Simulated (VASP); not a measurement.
# Be in VASP: further runs

Runs on Be. Level: PBE. Tasks: single point.

Program: VASP 6.6.1. These are calculated values, not measurements. Logs are shortened: lines on timing, memory, paths and dates and some standing lists are left out, and cuts for length are marked.

**1. The cell of the first run**

The structure is tetragonal, space group I4/mmm (No. 139). Conventional cell: a = 2.481 Å, b = 2.481 Å, c = 2.506 Å, α = 90.00°, β = 90.00°, γ = 90.00°. Be (site symmetry 4/mmm) has 14 Be at 2.16 to 2.51 Å within 2.9 Å.

**2. Single point, PBE (equal xx and yy strain of -1 %)**

INCAR reads:

```
SYSTEM = Be
ALGO     = Normal         ! electronic algorithm
EDIFF    = 1E-6           ! SCF threshold, eV
ENCUT    = 520            ! plane-wave cutoff, eV
GGA      = PE             ! functional
ISIF     = 2              ! what is computed and relaxed
ISMEAR   = -1             ! smearing method
LASPH    = .True.         ! aspherical terms in the spheres
LCHARG   = .False.        ! write CHGCAR
LREAL    = .False.        ! projectors in reciprocal space
LWAVE    = .False.        ! write WAVECAR
NBANDS   = 7              ! bands
NELM     = 60             ! most SCF steps
PREC     = Accurate       ! precision mode
SIGMA    = 0.03           ! smearing width, eV
```

KPOINTS reads:

```
k-points
0
Gamma
  23 23 23
  0 0 0
```

POSCAR reads:

```
Be
1.0
   -1.2405897418      1.2405897418      1.2531209513
    1.2405897418     -1.2405897418      1.2531209513
    1.2405897418      1.2405897418     -1.2531209513
Be
1
Direct
    0.0000000000      0.0000000000      0.0000000000
```

Potentials or basis: VASP PAW PBE potentials, release 64 (Be).

Run with:

```bash
cat potpaw_PBE.64/Be/POTCAR > POTCAR
mpirun -np 1 vasp_std > vasp.out
```

OUTCAR:

```text
SYSTEM = Be
   EDIFF = 1E-6
   ENCUT = 520
   GGA = PE
   ISIF = 2
   ISMEAR = -1
   LASPH = .True.
   LREAL = .False.
   NELM = 60
   PREC = Accurate

 ion  position               nearest neighbor table
   1  0.000  0.000  0.000-

  LATTYP: Found a body centered tetragonal cell.
 ALAT       =     2.4811794836
 C/A-ratio  =     1.0101010101

  Lattice vectors:

 A1 = (  -1.2405897418,   1.2405897418,   1.2531209513)
 A2 = (   1.2405897418,  -1.2405897418,   1.2531209513)
 A3 = (   1.2405897418,   1.2405897418,  -1.2531209513)

Analysis of symmetry for initial positions (statically):
=====================================================================
 Subroutine PRICEL returns:
 Original cell was already a primitive cell.

 Routine SETGRP: Setting up the symmetry group for a
 body centered tetragonal supercell.

 Subroutine GETGRP returns: Found 16 space group operations
 (whereof 16 operations were pure point group operations)
 out of a pool of 16 trial point group operations.

The static configuration has the point symmetry D_4h.

Analysis of symmetry for dynamics (positions and initial velocities):
=====================================================================
 Subroutine PRICEL returns:
 Original cell was already a primitive cell.

 Routine SETGRP: Setting up the symmetry group for a
 body centered tetragonal supercell.

 Subroutine GETGRP returns: Found 16 space group operations
 (whereof 16 operations were pure point group operations)
 out of a pool of 16 trial point group operations.

The dynamic configuration has the point symmetry D_4h.

 Subroutine INISYM returns: Found 16 space group operations
 (whereof 16 operations are pure point group operations),
 and found     1 'primitive' translations

----------------------------------------------------------------------------------------

                                     Primitive cell

  volume of cell :       7.7145

  direct lattice vectors                    reciprocal lattice vectors
    -1.240589742  1.240589742  1.253120951     0.000000000  0.403034124  0.399003783
     1.240589742 -1.240589742  1.253120951     0.403034124  0.000000000  0.399003783
     1.240589742  1.240589742 -1.253120951     0.403034124  0.403034124  0.000000000

  length of vectors
     2.156023639  2.156023639  2.156023639     0.567133603  0.567133603  0.569976324

  position of ions in fractional coordinates (direct lattice)
     0.000000000  0.000000000  0.000000000

  ion indices of the primitive-cell ions
   primitive index   ion index
                 1           1

----------------------------------------------------------------------------------------

 KPOINTS: k-points

Automatic generation of k-mesh.
 Grid dimensions read from file:
 generate k-points for:   23   23   23

 Generating k-lattice:

  Cartesian coordinates                     Fractional coordinates (reciprocal lattice)
     0.000000000  0.017523223  0.017347991     0.043478261  0.000000000  0.000000000
     0.017523223  0.000000000  0.017347991     0.000000000  0.043478261  0.000000000
     0.017523223  0.017523223  0.000000000     0.000000000  0.000000000  0.043478261

  Length of vectors
     0.024657983  0.024657983  0.024781579

  Shift w.r.t. Gamma in fractional coordinates (k-lattice)
     0.000000000  0.000000000  0.000000000

 Subroutine IBZKPT returns following result:
 ===========================================

 Found    936 irreducible k-points:

 Following reciprocal coordinates:
            Coordinates               Weight
  0.000000  0.000000  0.000000      1.000000
  0.043478  0.000000 -0.000000      8.000000
  0.086957 -0.000000  0.000000      8.000000
  0.130435  0.000000 -0.000000      8.000000
  0.173913  0.000000 -0.000000      8.000000
  0.217391  0.000000 -0.000000      8.000000
[... 16 lines left out ...]
  0.478261  0.043478  0.000000     16.000000
 -0.478261  0.043478 -0.000000     16.000000
 [... further k-points ...]
   k-points           NKPTS =    936   k-points in BZ     NKDIM =    936   number of bands    NBANDS=      7
   number of dos      NEDOS =    301   number of ions     NIONS =      1
   total plane-waves  NPLWV =   4096
   dimension x,y,z NGX =    16 NGY =   16 NGZ =   16
   dimension x,y,z NGXF=    32 NGYF=   32 NGZF=   32
   ions per type =               1
   NGX,Y,Z   is equivalent  to a cutoff of  12.34, 12.34, 12.34 a.u.
   NGXF,Y,Z  is equivalent  to a cutoff of  24.67, 24.67, 24.67 a.u.
 SYSTEM =  Be
   PREC   = accura    normal or accurate (medium, high low for compatibility)
   ISTART =      0    job   : 0-new  1-cont  2-samecut
   ICHARG =      2    charge: 1-file 2-atom 10-const
   ISPIN  =      1    spin polarized calculation?
   LNONCOLLINEAR =      F non collinear calculations
   LSORBIT =      F    spin-orbit coupling
   LASPH  =      T    aspherical Exc in radial PAW
   ENCUT  =  520.0 eV  38.22 Ry    6.18 a.u.   4.01  4.01  4.01*2*pi/ulx,y,z
   NELM   =     60;   NELMIN=  2; NELMDL= -5     # of ELM steps
   EDIFF  = 0.1E-05   stopping-criterion for ELM
   LREAL  =      F    real-space projection
   EDIFFG = 0.1E-04   stopping-criterion for IOM
   NSW    =      0    number of steps for IOM
   IBRION =     -1    ionic relax: 0-MD 1-quasi-New 2-CG
   NFREE  =      0    steps in history (QN), initial steepest desc. (CG)
   ISIF   =      2    stress and relaxation
   ISYM   =      2    0-nonsym 1-usesym 2-fastsym
   POTIM  = 0.5000    time-step for ionic-motion
   TEBEG  =    0.0;   TEEND  =   0.0 temperature during run
   PSTRESS=    0.0 pullay stress
   NELECT =       2.0000    total number of electrons
   NUPDOWN=      -1.0000    fix difference up-down
   EMIN   =  10.00;   EMAX   =-10.00  energy-range for DOS
   EFERMI =   0.00;   METHOD = LEGACY
   ISMEAR =    -1;   SIGMA  =   0.03  broadening in eV -4-tet -1-fermi 0-gaus
   EFERMI_NEDOS =   21; number of points for ismear=-14 and -15
   IALGO  =     38    algorithm
   IMIX   =      4    mixing-type and parameters
     AMIX     =   0.40;   BMIX     =  1.00
     AMIX_MAG =   1.60;   BMIX_MAG =  1.00
  volume/ion in A,a.u.               =       7.71        52.06
  Fermi-wavevector in a.u.,A,eV,Ry     =   1.043875  1.972637 14.825921  1.089674
  Thomas-Fermi vector in A             =   2.178603
   LORBIT       =      0    0 simple, 1 ext, 2 COOP (PROOUT), +10 PAW based schemes
   GGA     = PE    functional components
   LHFCALC =     F    Hartree Fock is set to
   AEXX    =    0.0000 exact exchange contribution
   IVDW    =     0    specifies the selected vdW correction
   LEPSILON=     F    determine dielectric tensor
   LRPA    =     F    only Hartree local field effects (RPA)
 non-spin polarized calculation
  energy-cutoff  :      520.00
  volume of cell :        7.71
 maximum number of plane-waves:       236
   NGX =  7   NGY =  7   NGZ =  7

 number of electron       2.0000000 magnetization

 Free energy of the ion-electron system (eV)
  ---------------------------------------------------
  ext. energy  EPLUGINS =         0.00000000
  ---------------------------------------------------
  free energy    TOTEN  =        -3.66538553 eV

  energy without entropy =       -3.66495956  energy(sigma->0) =       -3.66517255

 E-fermi :   8.1214     XC(G=0): -10.6931

 val. band max:        8.1070083701   @ k =   0.3478   0.3043   0.0870
 cond. band min:       8.1387800390   @ k =  -0.4348  -0.4348   0.2609
 fundamental gap:      0.0317716689
 Fermi energy:         8.1213985118

 k-point     1 :       0.0000    0.0000    0.0000
  band No.  band energies     occupation
      1      -4.2595      2.00000
      2      27.7054      0.00000
      3      27.7864      0.00000
      4      27.7864      0.00000
      5      39.0463      0.00000
      6      39.0463      0.00000
      7      39.4988      0.00000

 k-point     2 :       0.0435    0.0000   -0.0000
  band No.  band energies     occupation
      1      -4.1929      2.00000
      2      27.3987      0.00000
      3      27.5099      0.00000
      4      27.6753      0.00000
      5      38.1663      0.00000
      6      38.3597      0.00000
      7      39.7430      0.00000

 k-point     3 :       0.0870   -0.0000    0.0000
  band No.  band energies     occupation
      1      -3.9930      2.00000
      2      26.3564      0.00000
      3      26.7921      0.00000
      4      27.4477      0.00000
      5      36.3620      0.00000
      6      36.8367      0.00000
      7      40.0079      0.00000

 k-point     4 :       0.1304    0.0000   -0.0000
  band No.  band energies     occupation
      1      -3.6596      2.00000
      2      24.6492      0.00000
      3      25.8457      0.00000
      4      27.0894      0.00000
      5      35.0354      0.00000
      6      35.3052      0.00000
      7      39.4727      0.00000

 k-point     5 :       0.1739    0.0000   -0.0000
  band No.  band energies     occupation
      1      -3.1929      2.00000
      2      22.4859      0.00000
      3      24.8367      0.00000
      4      26.6263      0.00000
      5      33.9000      0.00000
      6      34.2845      0.00000
      7      39.3102      0.00000
[... 161 lines left out ...]
 k-point    22 :       0.4348    0.0435   -0.0000
  band No.  band energies     occupation
      1       2.4388      2.00000
      2       9.0625      0.00000
      3      20.4823      0.00000
      4      23.3670      0.00000
      5      29.7506      0.00000
      6      34.8208      0.00000
      7      44.3018      0.00000

 k-point    23 :       0.4783    0.0435    0.0000
  band No.  band energies     occupation
      1       2.8433      2.00000
      2       8.4988      0.00001
      3      20.4081      0.00000
      4      23.2980      0.00000
      5      29.6627      0.00000
      6      34.8834      0.00000
      7      44.6533      0.00000

 k-point    24 :      -0.4783    0.0435   -0.0000
  band No.  band energies     occupation
      1       2.4460      2.00000
      2       9.0525      0.00000
      3      20.4922      0.00000
      4      23.3621      0.00000
      5      29.7422      0.00000
      6      34.8000      0.00000
      7      44.1460      0.00000

 [... further k-points ...]
[... 5 lines left out ...]
  --------------------------------------------------------------------------------------
  -------------------------------------------------------------------------------------
  Total        0.0609118      0.0609118      0.1420397      0.0000000      0.0000000      0.0000000
  in kB       12.6503601     12.6503601     29.4992502      0.0000000      0.0000000      0.0000000
  external PRESSURE =      18.2666568 kB  Pullay stress =       0.0000000 kB

 VOLUME and BASIS-vectors are now :
 -----------------------------------------------------------------------------
  energy-cutoff  :      520.00
  volume of cell :        7.71
      direct lattice vectors                 reciprocal lattice vectors
    -1.240589742  1.240589742  1.253120951     0.000000000  0.403034124  0.399003783
     1.240589742 -1.240589742  1.253120951     0.403034124  0.000000000  0.399003783
     1.240589742  1.240589742 -1.253120951     0.403034124  0.403034124  0.000000000

 POSITION                                       TOTAL-FORCE (eV/Angst)
 -----------------------------------------------------------------------------------
      0.00000      0.00000      0.00000         0.000000      0.000000      0.000000
 -----------------------------------------------------------------------------------
    total drift:                               -0.000000      0.000000      0.000000

  FREE ENERGIE OF THE ION-ELECTRON SYSTEM (eV)
  ---------------------------------------------------
  free  energy   TOTEN  =        -3.6653855325 eV

  energy  without entropy=       -3.6649595576  energy(sigma->0) =       -3.66517255
```

Run time: 11 s. Hardware: 1 thread of AMD EPYC 9R45 (Zen 5), shared host; peak memory 0.12 GiB.

Results:

| Item | Value |
| --- | --- |
| Free energy | -3.6654 eV |
| Pressure | 1.8 GPa |
| Band gap on the k mesh | zero (band 1 reaches 11.82 eV, above the bottom of band 2 at 6.80 eV) |

Caveat: the cell differs from its parent crystal (equal xx and yy strain of -1 %).

**3. Single point, PBE (volume scaled by 0.9405)**

INCAR reads:

```
PREC = Accurate
ENCUT = 520
EDIFF = 1E-7
ISMEAR = -1
SIGMA = 0.03
LREAL = F
LASPH = T
NELM = 100
ALGO = Normal
ISIF = 2
LWAVE = F
LCHARG = F
GGA = PE
NBANDS = 7
```

KPOINTS reads:

```
Automatic mesh
0
Gamma
  23 23 23
```

POSCAR reads:

```
Be
1.0
   -1.2277574868      1.2277574868      1.2277574868
    1.2277574868     -1.2277574868      1.2277574868
    1.2277574868      1.2277574868     -1.2277574868
Be
1
Direct
    0.0000000000      0.0000000000      0.0000000000
```

Potentials or basis: VASP PAW PBE potentials, release 64 (Be).

Run with:

```bash
cat potpaw_PBE.64/Be/POTCAR > POTCAR
mpirun -np 1 vasp_std > vasp.out
```

It took 15 s on 1 thread of AMD EPYC 7R13, shared host; peak memory 0.09 GiB.

The run converged. Its results:

| Quantity | Value |
| --- | --- |
| Free energy | -3.6561 eV |
| Pressure | 7.6 GPa |
| Band gap on the k mesh | zero (band 1 reaches 12.18 eV, above the bottom of band 2 at 7.08 eV) |

Levels at points of the mesh, in eV from the Fermi level:
```
           k point  band 1  band 2  band 3  band 4  band 5  band 6
(0.00, 0.00, 0.00)  -12.65   20.30   20.30   20.30   31.89   31.89
```

**4. Single point, PBE (volume scaled by 0.97)**

INCAR reads:

```
PREC = Accurate
ENCUT = 520
EDIFF = 1E-6
ISMEAR = -1
SIGMA = 0.03
LREAL = False
LASPH = True
NELM = 100
ALGO = Normal
ISIF = 2
LWAVE = False
LCHARG = False
GGA = PE
NBANDS = 7
```

KPOINTS reads:

```
regular mesh
0
Gamma
  23 23 23
```

POSCAR reads:

```
Be
1.0
   -1.2404622984      1.2404622984      1.2404622984
    1.2404622984     -1.2404622984      1.2404622984
    1.2404622984      1.2404622984     -1.2404622984
Be
1
Direct
    0.0000000000      0.0000000000      0.0000000000
```

Run with:

```bash
cat potpaw_PBE.64/Be/POTCAR > POTCAR
mpirun -np 1 vasp_std > vasp.out
```

It took 18 s on 1 thread of AMD EPYC 7R13, shared host; peak memory 0.09 GiB.

It converged, with:

```
Free energy            : -3.6638 eV
Pressure               : 3.2 GPa
Band gap on the k mesh : zero (band 1 reaches 11.81 eV, above the bottom of band 2 at 6.84 eV)
```

Levels at points of the mesh, in eV from the Fermi level:
| k point | band 1 | band 2 | band 3 | band 4 |
| --- | --- | --- | --- | --- |
| (0.00, 0.00, 0.00) | -12.46 | 19.79 | 19.79 | 19.79 |

(Part 1 of 2 ends here.)
